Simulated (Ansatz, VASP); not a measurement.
One calculation of Hf, two programs

```
Hf
1.0
     3.19873    0.00000    0.00000
    -1.59937    2.77018    0.00000
     0.00000    0.00000    5.05050
Hf
2
Direct
  0.33333 0.66667 0.25000
  0.66667 0.33333 0.75000
```

Alike in both runs: task single point; functional r2SCAN; k mesh 6 × 6 × 3; occupations fermi-dirac, width 0.1 eV; no spin polarisation.

```csv
,VASP,Ansatz
version,VASP 6.6.1,Ansatz 0.2.0
potentials or method,"VASP PAW PBE potentials, release 64 (Hf_pv), cutoff 520 eV","plane waves (500 eV) with PAW, scalar-relativistic"
valence electrons in the cell,20,52
```

```csv
,VASP,Ansatz,Ansatz less VASP
pressure (GPa),-0.1,0.5,+0.57
"traceless stress, the component that is largest in VASP (GPa)",-0.14,-0.04,+0.105
```

VASP's potentials were made for PBE, not for r2SCAN. The functional is the same, so the differences come from potentials, cutoffs and numerics. VASP's potentials hold 20 valence electrons a cell and Ansatz's 52, so a difference there can come from the potentials and not from the codes.

The k mesh is coarse, so the values compare programs but aren't converged. Neither program's run includes spin-orbit coupling.
